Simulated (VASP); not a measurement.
# P in VASP: further runs

The runs below take P through single point, with PBE.

Program: VASP 6.6.1. These are calculated values, not measurements. Logs are shortened: lines on timing, memory, paths and dates and some standing lists are left out, and cuts for length are marked.

### 1 The cell of the first run

The cell holds a slab with vacuum, 4 atoms: a = 3.254 Å, b = 34.340 Å, c = 4.677 Å, α = 90.00°, β = 90.00°, γ = 90.00°.

### 2 Single point, PBE (biaxial strain in the a-b plane: -1.5 %)

Contents of INCAR:

```
SYSTEM = P
PREC = Accurate
ENCUT = 520
EDIFF = 1E-7
ISMEAR = 0
SIGMA = 0.02
LREAL = .False.
LASPH = .True.
NELM = 60
ALGO = Normal
ISIF = 2
LWAVE = .False.
LCHARG = .True.
GGA = PE
LELF = .True.
LVHAR = .True.
NBANDS = 18
```

Contents of KPOINTS:

```
regular mesh
0
Gamma
  8 1 6
  0 0 0
```

Contents of POSCAR:

```
P
1.0
    3.2535727195      0.0000000000      0.0000000000
    0.0000000000     34.3400202872      0.0000000000
    0.0000000000      0.0000000000      4.6766841659
P
4
Direct
    0.0000000000      0.9698087026      0.5891473187
    0.0000000000      0.0301912974      0.4108526813
    0.5000000000      0.0301912974      0.0891473187
    0.5000000000      0.9698087026      0.9108526813
```

Potentials or basis: VASP PAW PBE potentials, release 64 (P).

Launch:

```bash
$ cat potpaw_PBE.64/P/POTCAR > POTCAR
$ mpirun -np 1 vasp_std > vasp.out
```

OUTCAR:

```text
SYSTEM = P
   PREC = Accurate
   ENCUT = 520
   EDIFF = 1E-7
   ISMEAR = 0
   LREAL = .False.
   LASPH = .True.
   NELM = 60
   ISIF = 2
   GGA = PE

 ion  position               nearest neighbor table
   1  0.000  0.970  0.589-   4 2.22   4 2.22   2 2.23
   2  0.000  0.030  0.411-   3 2.22   3 2.22   1 2.23
   3  0.500  0.030  0.089-   2 2.22   2 2.22   4 2.23
   4  0.500  0.970  0.911-   1 2.22   1 2.22   3 2.23

  LATTYP: Found a simple orthorhombic cell.
 ALAT       =     3.2535727195
 B/A-ratio  =     1.4373996124
 C/A-ratio  =    10.5545574812

  Lattice vectors:

 A1 = (  -3.2535727195,   0.0000000000,   0.0000000000)
 A2 = (   0.0000000000,   0.0000000000,   4.6766841659)
 A3 = (   0.0000000000,  34.3400202872,   0.0000000000)

Analysis of symmetry for initial positions (statically):
=====================================================================
 Subroutine PRICEL returns:
 Original cell was already a primitive cell.

 Routine SETGRP: Setting up the symmetry group for a
 simple orthorhombic supercell.

 Subroutine GETGRP returns: Found  8 space group operations
 (whereof  4 operations were pure point group operations)
 out of a pool of  8 trial point group operations.

The static configuration has the point symmetry C_2h.
 The point group associated with its full space group is D_2h.

Analysis of symmetry for dynamics (positions and initial velocities):
=====================================================================
 Subroutine PRICEL returns:
 Original cell was already a primitive cell.

 Routine SETGRP: Setting up the symmetry group for a
 simple orthorhombic supercell.

 Subroutine GETGRP returns: Found  8 space group operations
 (whereof  4 operations were pure point group operations)
 out of a pool of  8 trial point group operations.

The dynamic configuration has the point symmetry C_2h.
 The point group associated with its full space group is D_2h.

 Subroutine INISYM returns: Found  8 space group operations
 (whereof  4 operations are pure point group operations),
 and found     1 'primitive' translations

----------------------------------------------------------------------------------------

                                     Primitive cell

  volume of cell :     522.5154

  direct lattice vectors                    reciprocal lattice vectors
     3.253572720  0.000000000  0.000000000     0.307354433  0.000000000  0.000000000
     0.000000000 34.340020287  0.000000000     0.000000000  0.029120542  0.000000000
     0.000000000  0.000000000  4.676684166     0.000000000  0.000000000  0.213826712

  length of vectors
     3.253572720 34.340020287  4.676684166     0.307354433  0.029120542  0.213826712

  position of ions in fractional coordinates (direct lattice)
     0.000000000  0.969808703  0.589147319
     0.000000000  0.030191297  0.410852681
     0.500000000  0.030191297  0.089147319
     0.500000000  0.969808703  0.910852681

  ion indices of the primitive-cell ions
   primitive index   ion index
                 1           1
                 2           2
                 3           3
                 4           4

----------------------------------------------------------------------------------------

 KPOINTS: regular mesh

Automatic generation of k-mesh.
 Grid dimensions read from file:
 generate k-points for:    8    1    6

 Generating k-lattice:

  Cartesian coordinates                     Fractional coordinates (reciprocal lattice)
     0.038419304  0.000000000  0.000000000     0.125000000  0.000000000  0.000000000
     0.000000000  0.029120542  0.000000000     0.000000000  1.000000000  0.000000000
     0.000000000  0.000000000  0.035637785     0.000000000  0.000000000  0.166666667

  Length of vectors
     0.038419304  0.029120542  0.035637785

  Shift w.r.t. Gamma in fractional coordinates (k-lattice)
     0.000000000  0.000000000  0.000000000

 Subroutine IBZKPT returns following result:
 ===========================================

 Found     20 irreducible k-points:

 Following reciprocal coordinates:
            Coordinates               Weight
  0.000000  0.000000  0.000000      1.000000
  0.125000  0.000000  0.000000      2.000000
  0.250000  0.000000  0.000000      2.000000
  0.375000  0.000000  0.000000      2.000000
  0.500000  0.000000  0.000000      1.000000
  0.000000  0.000000  0.166667      2.000000
[... 12 lines left out ...]
  0.375000  0.000000  0.500000      2.000000
  0.500000  0.000000  0.500000      1.000000
   k-points           NKPTS =     20   k-points in BZ     NKDIM =     20   number of bands    NBANDS=     18
   number of dos      NEDOS =    301   number of ions     NIONS =      4
   total plane-waves  NPLWV = 221184
   dimension x,y,z NGX =    24 NGY =  256 NGZ =   36
   dimension x,y,z NGXF=    48 NGYF=  512 NGZF=   72
   ions per type =               4
   NGX,Y,Z   is equivalent  to a cutoff of  12.26, 12.39, 12.80 a.u.
   NGXF,Y,Z  is equivalent  to a cutoff of  24.53, 24.79, 25.59 a.u.
 SYSTEM =  P
   PREC   = accura    normal or accurate (medium, high low for compatibility)
   ISTART =      0    job   : 0-new  1-cont  2-samecut
   ICHARG =      2    charge: 1-file 2-atom 10-const
   ISPIN  =      1    spin polarized calculation?
   LNONCOLLINEAR =      F non collinear calculations
   LSORBIT =      F    spin-orbit coupling
   LASPH  =      T    aspherical Exc in radial PAW
   ENCUT  =  520.0 eV  38.22 Ry    6.18 a.u.   6.05 63.85  8.70*2*pi/ulx,y,z
   NELM   =     60;   NELMIN=  2; NELMDL= -5     # of ELM steps
   EDIFF  = 0.1E-06   stopping-criterion for ELM
   LREAL  =      F    real-space projection
   EDIFFG = 0.1E-05   stopping-criterion for IOM
   NSW    =      0    number of steps for IOM
   IBRION =     -1    ionic relax: 0-MD 1-quasi-New 2-CG
   NFREE  =      0    steps in history (QN), initial steepest desc. (CG)
   ISIF   =      2    stress and relaxation
   ISYM   =      2    0-nonsym 1-usesym 2-fastsym
   POTIM  = 0.5000    time-step for ionic-motion
   TEBEG  =    0.0;   TEEND  =   0.0 temperature during run
   PSTRESS=    0.0 pullay stress
   NELECT =      20.0000    total number of electrons
   NUPDOWN=      -1.0000    fix difference up-down
   EMIN   =  10.00;   EMAX   =-10.00  energy-range for DOS
   EFERMI =   0.00;   METHOD = LEGACY
   ISMEAR =     0;   SIGMA  =   0.02  broadening in eV -4-tet -1-fermi 0-gaus
   EFERMI_NEDOS =   21; number of points for ismear=-14 and -15
   IALGO  =     38    algorithm
   IMIX   =      4    mixing-type and parameters
     AMIX     =   0.40;   BMIX     =  1.00
     AMIX_MAG =   1.60;   BMIX_MAG =  1.00
  volume/ion in A,a.u.               =     130.63       881.53
  Fermi-wavevector in a.u.,A,eV,Ry     =   0.551720  1.042599  4.141540  0.304395
  Thomas-Fermi vector in A             =   1.583847
   LORBIT       =      0    0 simple, 1 ext, 2 COOP (PROOUT), +10 PAW based schemes
   GGA     = PE    functional components
   LHFCALC =     F    Hartree Fock is set to
   AEXX    =    0.0000 exact exchange contribution
   IVDW    =     0    specifies the selected vdW correction
   LEPSILON=     F    determine dielectric tensor
   LRPA    =     F    only Hartree local field effects (RPA)
 non-spin polarized calculation
 Gauss-broadening in eV      SIGMA  =   0.02
  energy-cutoff  :      520.00
  volume of cell :      522.52
 maximum number of plane-waves:     14160
   NGX = 13   NGY =127   NGZ = 17

 number of electron      20.0000000 magnetization

 Free energy of the ion-electron system (eV)
  ---------------------------------------------------
  ext. energy  EPLUGINS =         0.00000000
  ---------------------------------------------------
  free energy    TOTEN  =       -21.45321769 eV

  energy without entropy =      -21.45321769  energy(sigma->0) =      -21.45321769

 E-fermi :  -3.4098     XC(G=0):  -1.7776

 val. band max:       -3.5048373586   @ k =   0.0000   0.0000   0.0000
 cond. band min:      -2.4511664532   @ k =   0.0000   0.0000   0.0000
 fundamental gap:      1.0536709054
 Fermi energy:        -3.4098014073

 k-point     1 :       0.0000    0.0000    0.0000
  band No.  band energies     occupation
      1     -18.4900      2.00000
      2     -15.9638      2.00000
      3     -12.8230      2.00000
      4      -9.1670      2.00000
      5      -8.1993      2.00000
      6      -8.0590      2.00000
[... 10 lines left out ...]
     17       1.6642      0.00000
     18       1.8064      0.00000

 k-point     2 :       0.1250    0.0000    0.0000
  band No.  band energies     occupation
      1     -18.2991      2.00000
      2     -15.7640      2.00000
      3     -12.8712      2.00000
      4      -9.0256      2.00000
      5      -8.3221      2.00000
      6      -7.8901      2.00000
[... 10 lines left out ...]
     17       1.7746      0.00000
     18       1.8856      0.00000

 k-point     3 :       0.2500    0.0000    0.0000
  band No.  band energies     occupation
      1     -17.7332      2.00000
      2     -15.1672      2.00000
      3     -13.2507      2.00000
      4      -9.3874      2.00000
      5      -8.8019      2.00000
      6      -8.6510      2.00000
[... 10 lines left out ...]
     17       2.0206      0.00000
     18       2.5490      0.00000

 k-point     4 :       0.3750    0.0000    0.0000
  band No.  band energies     occupation
      1     -16.8164      2.00000
      2     -14.2825      2.00000
      3     -14.1831      2.00000
      4     -11.1702      2.00000
      5      -8.9975      2.00000
      6      -8.2987      2.00000
[... 291 lines left out ...]
      4     -11.7913      2.00000
      5      -8.7732      2.00000
      6      -8.7732      2.00000
[... 10 lines left out ...]
     17       2.9852      0.00000
     18       2.9852      0.00000

 k-point    19 :       0.3750    0.0000    0.5000
  band No.  band energies     occupation
      1     -15.8658      2.00000
      2     -15.8658      2.00000
      3     -12.5120      2.00000
      4     -12.5120      2.00000
      5      -9.0670      2.00000
      6      -9.0670      2.00000
[... 10 lines left out ...]
     17       3.1239      0.00000
     18       3.1239      0.00000

 k-point    20 :       0.5000    0.0000    0.5000
  band No.  band energies     occupation
      1     -15.2780      2.00000
      2     -15.2780      2.00000
      3     -13.2335      2.00000
      4     -13.2335      2.00000
      5      -8.4061      2.00000
      6      -8.4061      2.00000
[... 10 lines left out ...]
     17       3.0949      0.00000
     18       3.0949      0.00000

------------------------ aborting loop because EDIFF is reached ----------------------------------------

  FORCE on cell =-STRESS in cart. coord.  units (eV):
  Direction    XX          YY          ZZ          XY          YZ          ZX
  --------------------------------------------------------------------------------------
  -------------------------------------------------------------------------------------
  Total        1.2256812      0.8248785     -0.2223943      0.0000000      0.0000000      0.0000000
  in kB        3.7582790      2.5293065     -0.6819226      0.0000000      0.0000000      0.0000000
  external PRESSURE =       1.8685543 kB  Pullay stress =       0.0000000 kB

 VOLUME and BASIS-vectors are now :
 -----------------------------------------------------------------------------
  energy-cutoff  :      520.00
  volume of cell :      522.52
      direct lattice vectors                 reciprocal lattice vectors
     3.253572720  0.000000000  0.000000000     0.307354433  0.000000000  0.000000000
     0.000000000 34.340020287  0.000000000     0.000000000  0.029120542  0.000000000
     0.000000000  0.000000000  4.676684166     0.000000000  0.000000000  0.213826712

 POSITION                                       TOTAL-FORCE (eV/Angst)
 -----------------------------------------------------------------------------------
      0.00000     33.30325      2.75526        -0.000000     -0.202433      0.154926
      0.00000      1.03677      1.92143        -0.000000      0.202433     -0.154926
      1.62679      1.03677      0.41691        -0.000000      0.202433      0.154926
      1.62679     33.30325      4.25977         0.000000     -0.202433     -0.154926
 -----------------------------------------------------------------------------------
    total drift:                               -0.000000      0.000000     -0.000000

  FREE ENERGIE OF THE ION-ELECTRON SYSTEM (eV)
  ---------------------------------------------------
  free  energy   TOTEN  =       -21.4532176911 eV

  energy  without entropy=      -21.4532176911  energy(sigma->0) =      -21.45321769
```

Run time: 2 min. Hardware: 1 thread of Intel Xeon 6975P-C (Granite Rapids), shared host; peak memory 0.54 GiB.

Results:

- Free energy: -21.4532 eV
- Largest force: 0.255 eV/Å
- Band gap on the k mesh: 1.05 eV, direct

Forces on the atoms (eV/Å):
```
P    0.000 -0.202  0.155
P    0.000  0.202 -0.155
P    0.000  0.202  0.155
P    0.000 -0.202 -0.155
```

Caveat: the cell differs from its parent crystal (biaxial strain in the a-b plane: -1.5 %).

### 3 Single point, PBE

This run uses another cell than the first one, of 133.44 Å³/atom, 1.021 times its volume.

Contents of INCAR:

```
ALGO = Normal
EDIFF = 1E-6
ENCUT = 520
GGA = PE
ISIF = 2
ISMEAR = 0
LASPH = True
LCHARG = False
LREAL = False
LWAVE = False
NBANDS = 18
NELM = 80
PREC = Accurate
SIGMA = 0.02
```

Contents of KPOINTS:

```
k-points
0
Gamma
  8 1 6
```

Contents of POSCAR:

```
P
1.0
    3.3031195122      0.0000000000      0.0000000000
    0.0000000000     34.8629647586      0.0000000000
    0.0000000000      0.0000000000      4.6349694409
P
4
Direct
    0.0000000000      0.9698087026      0.5891473187
    0.0000000000      0.0301912974      0.4108526813
    0.5000000000      0.0301912974      0.0891473187
    0.5000000000      0.9698087026      0.9108526813
```

Potentials or basis: VASP PAW PBE potentials, release 64 (P).

Launch:

```bash
$ cat potpaw_PBE.64/P/POTCAR > POTCAR
$ mpirun -np 1 vasp_std > vasp.out
```

It took 2.1 min on 1 thread of Intel Xeon 6975P-C (Granite Rapids), shared host; peak memory 0.64 GiB.

It converged, with:

```yaml
Free_energy: -21.4683 eV
Largest_force: 0.050 eV/Å
Band_gap_on_the_k_mesh: 0.93 eV, direct
```

Forces in eV/Å, atoms in the order of the input:
```
P    0.000  0.035  0.036
P    0.000 -0.035 -0.036
P    0.000 -0.035  0.036
P    0.000  0.035 -0.036
```

Levels at points of the mesh, in eV from the valence-band top:
```csv
k point,band 8,band 9,band 10,band 11,band 12,band 13
"(0.00, 0.00, 0.00)",-1.70,-1.63,0.00,0.93,1.68,2.70
"(0.50, 0.00, 0.00)",-2.69,-1.92,-1.92,1.25,1.25,2.20
"(0.00, 0.00, 0.50)",-2.49,-1.27,-1.27,2.12,2.12,3.65
"(0.50, 0.00, 0.50)",-4.54,-1.09,-1.09,2.41,2.41,3.81
```

### 4 Single point, PBE (biaxial strain in the a-b plane: +1.5 %, then relaxed in part)

Contents of INCAR:

```
ALGO = Normal ; EDIFF = 1E-6
ENCUT = 520 ; GGA = PE
ISIF = 2 ; ISMEAR = 0
LASPH = T ; LCHARG = F
LREAL = F ; LWAVE = F
NBANDS = 18 ; NELM = 100
PREC = Accurate ; SIGMA = 0.02
```

KPOINTS is that of step 3.

Contents of POSCAR:

```
P
1.0
    3.3526663048      0.0000000000      0.0000000000
    0.0000000000     35.3859092299      0.0000000000
    0.0000000000      0.0000000000      4.5774308150
P
4
Direct
    0.0000000000      0.9701924990      0.5879668096
    0.0000000000      0.0298075010      0.4120331904
    0.5000000000      0.0298075010      0.0879668096
    0.5000000000      0.9701924990      0.9120331904
```

Launch:

```bash
$ cat potpaw_PBE.64/P/POTCAR > POTCAR
$ mpirun -np 1 vasp_std > vasp.out
```

Run time: 2.1 min. Hardware: 1 thread of Intel Xeon 6975P-C (Granite Rapids), shared host; peak memory 0.63 GiB.

Results (log left out):

| Property | Result |
| --- | --- |
| Free energy | -21.4582 eV |
| Largest force | 0.049 eV/Å |
| Band gap on the k mesh | 0.96 eV, direct |

Forces in eV/Å, atoms in the order of the input:
```
P    0.000  0.038  0.030
P    0.000 -0.038 -0.030
P    0.000 -0.038  0.030
P    0.000  0.038 -0.030
```

Levels at points of the mesh, in eV from the valence-band top:
| k point | band 6 | band 7 | band 8 | band 9 | band 10 | band 11 | band 12 | band 13 | band 14 | band 15 |
| --- | --- | --- | --- | --- | --- | --- | --- | --- | --- | --- |
| (0.00, 0.00, 0.00) | -4.42 | -3.49 | -1.87 | -1.60 | 0.00 | 0.96 | 1.45 | 2.45 | 3.19 | 4.44 |
| (0.50, 0.00, 0.00) | -4.83 | -2.69 | -2.69 | -1.96 | -1.96 | 1.31 | 1.31 | 2.18 | 2.18 | 3.68 |
| (0.00, 0.00, 0.50) | -2.89 | -2.67 | -2.67 | -1.23 | -1.23 | 1.91 | 1.91 | 3.47 | 3.47 | 3.66 |
| (0.50, 0.00, 0.50) | -4.87 | -4.61 | -4.61 | -1.15 | -1.15 | 2.42 | 2.42 | 3.94 | 3.94 | 5.44 |

Caveat: the cell differs from its parent crystal (biaxial strain in the a-b plane: +1.5 %, then relaxed in part).

### 5 Single point, PBE

This run uses another cell than the first one, of 135.76 Å³/atom, 1.039 times its volume.

Contents of INCAR:

```
SYSTEM = P
  ALGO = Normal
  EDIFF = 1E-6
  ENCUT = 520
  GGA = PE
  ISIF = 2
  ISMEAR = 0
  LASPH = .TRUE.
  LCHARG = .FALSE.
  LREAL = .FALSE.
  LWAVE = .FALSE.
  NBANDS = 18
  NELM = 80
  PREC = Accurate
  SIGMA = 0.02
```

Contents of KPOINTS:

```
k-points
0
G
  8 1 6
  0 0 0
```

POSCAR is that of step 4.

Launch:

```bash
$ cat potpaw_PBE.64/P/POTCAR > POTCAR
$ mpirun -np 1 vasp_std > vasp.out
```

It took 2 min on 1 thread of Intel Xeon 6975P-C (Granite Rapids), shared host; peak memory 0.63 GiB.

Results (log left out):

```yaml
Free_energy: -21.4582 eV
Largest_force: 0.049 eV/Å
Band_gap_on_the_k_mesh: 0.96 eV, direct
```

Forces in eV/Å, atoms in the order of the input:
```
P    0.000  0.038  0.030
P    0.000 -0.038 -0.030
P    0.000 -0.038  0.030
P    0.000  0.038 -0.030
```

Levels at points of the mesh, in eV from the valence-band top:
```tsv
k point	band 7	band 8	band 9	band 10	band 11	band 12	band 13	band 14
(0.00, 0.00, 0.00)	-3.49	-1.87	-1.60	0.00	0.96	1.45	2.45	3.19
(0.50, 0.00, 0.00)	-2.69	-2.69	-1.96	-1.96	1.31	1.31	2.18	2.18
(0.00, 0.00, 0.50)	-2.67	-2.67	-1.23	-1.23	1.91	1.91	3.47	3.47
(0.50, 0.00, 0.50)	-4.61	-4.61	-1.15	-1.15	2.42	2.42	3.94	3.94
```

### 6 Single point, PBE (biaxial strain in the a-b plane: +1.5 %)

Contents of INCAR:

```
SYSTEM = P
  PREC = Accurate
  ENCUT = 520
  EDIFF = 1E-6
  ISMEAR = 0
  SIGMA = 0.02
  LREAL = .False.
  LASPH = .True.
  NELM = 80
  ALGO = Normal
  ISIF = 2
  LWAVE = .False.
  LCHARG = .True.
  GGA = PE
  LELF = .True.
  LVHAR = .True.
  NBANDS = 18
```

Contents of KPOINTS:

```
regular mesh
0
Gamma
  8 1 6
  0 0 0
```

Contents of POSCAR:

```
P
1.0
    3.3526663048      0.0000000000      0.0000000000
    0.0000000000     35.3859092299      0.0000000000
    0.0000000000      0.0000000000      4.5932547159
P
4
Direct
    0.0000000000      0.9698087026      0.5891473187
    0.0000000000      0.0301912974      0.4108526813
    0.5000000000      0.0301912974      0.0891473187
    0.5000000000      0.9698087026      0.9108526813
```

Potentials or basis: VASP PAW PBE potentials, release 64 (P).

Launch:

```bash
$ cat potpaw_PBE.64/P/POTCAR > POTCAR
$ mpirun -np 1 vasp_std > vasp.out
```

Wall time 2.2 min (1 thread of Intel Xeon 6975P-C (Granite Rapids), shared host); peak memory 0.66 GiB.

It converged, with:

```yaml
Free_energy: -21.4490 eV
Largest_force: 0.263 eV/Å
Band_gap_on_the_k_mesh: 0.81 eV, direct
```

Forces in eV/Å, atoms in the order of the input:
```
P    0.000  0.252 -0.077
P    0.000 -0.252  0.077
P    0.000 -0.252 -0.077
P    0.000  0.252  0.077
```

Levels at points of the mesh, in eV from the valence-band top:
| k point | band 8 | band 9 | band 10 | band 11 | band 12 | band 13 |
| --- | --- | --- | --- | --- | --- | --- |
| (0.00, 0.00, 0.00) | -1.95 | -1.64 | 0.00 | 0.81 | 1.44 | 2.41 |
| (0.50, 0.00, 0.00) | -2.68 | -1.97 | -1.97 | 1.26 | 1.26 | 2.18 |
| (0.00, 0.00, 0.50) | -2.69 | -1.19 | -1.19 | 1.85 | 1.85 | 3.49 |
| (0.50, 0.00, 0.50) | -4.57 | -1.19 | -1.19 | 2.28 | 2.28 | 3.99 |

Caveat: the cell differs from its parent crystal (biaxial strain in the a-b plane: +1.5 %).

### 7 Overview

```csv
cell,gap on the mesh (eV),largest force (eV/Å)
"a = 3.254, b = 34.340, c = 4.677 Å, 4 atoms",1.05,0.25
"a = 3.303, b = 34.863, c = 4.635 Å, 4 atoms",0.93,0.05
"a = 3.353, b = 35.386, c = 4.577 Å, 4 atoms",0.96,0.05
"a = 3.353, b = 35.386, c = 4.593 Å, 4 atoms",0.81,0.26
```

Alike in all rows: task single point; level PBE; potentials or basis VASP PAW PBE potentials, release 64 (P); no spin polarisation; k mesh 8 × 1 × 6; cutoff (eV) 520; smearing gaussian 0.02 eV.

Absolute energies hang on the potentials; compare differences alone.
